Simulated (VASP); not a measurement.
Crystal: SnSe.

```
Sn Se
1.0
     0.00000    3.06903    3.06903
     3.06903    0.00000    3.06903
     3.06903    3.06903    0.00000
Sn Se
1 1
Direct
  0.00000 0.00000 0.00000
  0.50000 0.50000 0.50000
```

Base run:

* Program: VASP 6.6.1
* Functional: revPBE
* Potentials or basis: VASP PAW PBE potentials, release 64 (Sn_d, Se)
* Cutoff: 520 eV
* k mesh: 8 × 8 × 8
* Occupations: fermi-dirac, width 0.05 eV
* Spin: no spin polarisation

Its results: band gap on the k mesh 0.31 eV, direct; pressure -0.7 GPa.

Task: After a change of settings the same cell gave: band gap on the k mesh 0.34 eV, direct; pressure -1.8 GPa. Which change was it?
A. functional from revPBE to PBE
B. functional from revPBE to PBEsol; further incar settings from ALGO = Normal; EDIFF = 1e-07; NBANDS = 17 to ALGO = Normal; EDIFF = 1e-06; NBANDS = 17
C. functional from revPBE to r2SCAN; further incar settings from ALGO = Normal; EDIFF = 1e-07; NBANDS = 17 to ALGO = Normal; EDIFF = 1e-06; NBANDS = 17

Result: A.

PBE binds more tightly than revPBE, so the same cell stands under less pressure.

Caveats: spin-orbit coupling is left out, which moves the levels of the heavy elements; the PAW data sets were made with another functional, which shifts forces and pressure a little (some runs).
